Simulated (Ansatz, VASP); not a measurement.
# Tl: VASP beside Ansatz

```xyz
4
Lattice="2.8472 -4.1684 0.0000 2.8472 4.1684 0.0000 0.0000 0.0000 5.6855" Properties=species:S:1:pos:R:3 pbc="T T T"
Tl    2.8472    2.8208    0.7298
Tl    2.8472   -1.3476    2.1130
Tl    2.8472   -2.8208    4.9558
Tl    2.8472    1.3476    3.5725
```

Alike in both runs: functional r2SCAN; k mesh 4 × 4 × 4; occupations gaussian, width 0.1 eV; no spin polarisation.

Ansatz relaxed the structure, and its values are those at the end. VASP's run is a single point on that final structure, the one shown.

|  | VASP | Ansatz |
| --- | --- | --- |
| version | VASP 6.6.1 | Ansatz 0.2.0 |
| potentials or method | VASP PAW PBE potentials, release 64 (Tl_d), cutoff 520 eV | scalar-relativistic, plane waves, PAW |
| valence electrons in the cell | 52 | 52 |

```tsv
	VASP	Ansatz	Ansatz less VASP
gap on the k mesh at the Fermi level (eV)	none	none	-
pressure (GPa)	0.1	0.1	+0.02
rms of the force components (eV/Å)	0.005	0.006	+0.0004
```

VASP's potentials were made for PBE, not for r2SCAN. A gap of «none» marks a metal or a gap that the smearing closes.

Neither program's run includes spin-orbit coupling.
